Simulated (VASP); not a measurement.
Crystal: WSe2.

```
W Se
1.0
     3.30354    0.00000    0.00000
    -1.65177    2.86095    0.00000
     0.00000    0.00000   13.35157
W Se
2 4
Direct
  0.33333 0.66667 0.25000
  0.66667 0.33333 0.75000
  0.33333 0.66667 0.62339
  0.66667 0.33333 0.12339
  0.33333 0.66667 0.87661
  0.66667 0.33333 0.37661
```

```yaml
Program: VASP 6.6.1
Task: relaxation of shape and atoms at fixed volume
Functional: PBEsol
Potentials_or_basis: VASP PAW PBE potentials, release 64 (W_sv, Se)
Cutoff: 600 eV
k_mesh: 12 × 12 × 2
Occupations: gaussian, width 0.02 eV
Spin: no spin polarisation
```

At the start: pressure -3.5 GPa; volume 21.03 Å³/atom.

Where does the relaxation end?

Over 6 steps the energy falls by 5.2 meV/atom; space group P6_3/mmc (No. 194, to 0.1 Å) before and after.

The path:
```csv
step,energy change (eV),largest force (eV/Å),pressure (GPa),volume (Å³)
1,0.0000,0.4220,-3.51,126.19
2,-0.0180,0.0406,-1.79,126.19
3,-0.0180,0.0352,-1.76,126.19
4,-0.0269,0.0165,-1.21,126.19
5,-0.0315,0.0113,-0.37,126.19
6,-0.0315,0.0099,-0.41,126.19
```

Final structure:
```
CELL_PARAMETERS angstrom
3.27908 0.00000 0.00000
-1.63954 2.83977 0.00000
0.00000 0.00000 13.55151
ATOMIC_POSITIONS crystal
W 0.33333 0.66667 0.25000
W 0.66667 0.33333 0.75000
Se 0.33333 0.66667 0.62641
Se 0.66667 0.33333 0.12641
Se 0.33333 0.66667 0.87359
Se 0.66667 0.33333 0.37359
```

Caveat: the PAW data sets were made with another functional, which shifts forces and pressure a little; this functional lacks dispersion, which binds the layers, so the pressure and a relaxed spacing across them are unreliable.
